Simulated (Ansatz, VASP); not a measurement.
# Two plane-wave programs on Ba2ZnWN6

The input POSCAR:

```
Ba2ZnWN6
1.0
    0.0000000000      4.1324230000      4.1324230000
    4.1324230000      0.0000000000      4.1324230000
    4.1324230000      4.1324230000      0.0000000000
W Ba Zn N
1 2 1 6
Direct
    0.0000000000      0.0000000000      0.0000000000
    0.2500000000      0.2500000000      0.2500000000
    0.7500000000      0.7500000000      0.7500000000
    0.5000000000      0.5000000000      0.5000000000
    0.7760000000      0.2240000000      0.2240000000
    0.2240000000      0.7760000000      0.2240000000
    0.2240000000      0.7760000000      0.7760000000
    0.7760000000      0.2240000000      0.7760000000
    0.2240000000      0.2240000000      0.7760000000
    0.7760000000      0.7760000000      0.2240000000
```

INCAR.step1

```
  PREC = Accurate
  ENCUT = 520
  ISMEAR = -1
  SIGMA = 0.1
  LREAL = False
  LASPH = True
  NELM = 80
  NBANDS = 49
  GGA = PE
  ALGO = Normal
  EDIFF = 1E-4
  LWAVE = True
  LCHARG = False
```

File INCAR.step2:

```
  PREC = Accurate
  ENCUT = 520
  EDIFF = 1E-7
  ISMEAR = -1
  SIGMA = 0.1
  LREAL = False
  LASPH = True
  NELM = 80
  ALGO = Normal
  ISIF = 2
  LWAVE = False
  LCHARG = True
  METAGGA = R2SCAN
  LMIXTAU = True
  LELF = True
  LVHAR = True
  NBANDS = 49
  ISTART = 1
```

KPOINTS

```
Automatic mesh
0
Gamma
  4 4 4
```

Input for Ansatz:

```yaml
crystal:
  lattice:
    - [0.0, 4.132423, 4.132423]
    - [4.132423, 0.0, 4.132423]
    - [4.132423, 4.132423, 0.0]
  atoms:
    - { symbol: W, position: [0.0, 0.0, 0.0] }
    - { symbol: Ba, position: [0.25, 0.25, 0.25] }
    - { symbol: Ba, position: [0.75, 0.75, 0.75] }
    - { symbol: Zn, position: [0.5, 0.5, 0.5] }
    - { symbol: "N", position: [0.776, 0.224, 0.224] }
    - { symbol: "N", position: [0.224, 0.776, 0.224] }
    - { symbol: "N", position: [0.224, 0.776, 0.776] }
    - { symbol: "N", position: [0.776, 0.224, 0.776] }
    - { symbol: "N", position: [0.224, 0.224, 0.776] }
    - { symbol: "N", position: [0.776, 0.776, 0.224] }
  symmetry: { tolerance: 0.0003 }
kpoints:
  mp_grid: { grid: [4, 4, 4], shift: [0, 0, 0] }
magnetization:
  spin_polarized: false
scf:
  occupations: { method: fermi_dirac }
hamiltonian:
  pseudopotentials: { kind: paw }
  xc: r2scan
basis:
  ecutwfc: 500
output:
  forces: true
  stress: true
  eigenvalues: true
```

Alike in both runs: task single point; functional r2SCAN; k mesh 4 × 4 × 4; no spin polarisation.

|  | VASP | Ansatz |
| --- | --- | --- |
| version | VASP 6.6.1 | Ansatz 0.2.0 |
| potentials or method | VASP PAW PBE potentials, release 64 (W_sv, Ba_sv, Zn, N), cutoff 520 eV | PAW plane waves |
| occupations | fermi-dirac, width 0.1 eV | fermi-dirac |
| valence electrons in the cell | 76 | 76 |

```csv
,VASP,Ansatz,Ansatz less VASP
gap on the k mesh at the Fermi level (eV),none,none,-
pressure (GPa),18.6,16.4,-2.16
rms of the force components (eV/Å),2.328,2.254,-0.0742
```

VASP's potentials were made for PBE, not for r2SCAN. Atom by atom the forces differ by 0.074 eV/Å (rms over components). A gap of «none» marks a metal or a gap that the smearing closes.

Spin-orbit coupling is off throughout.
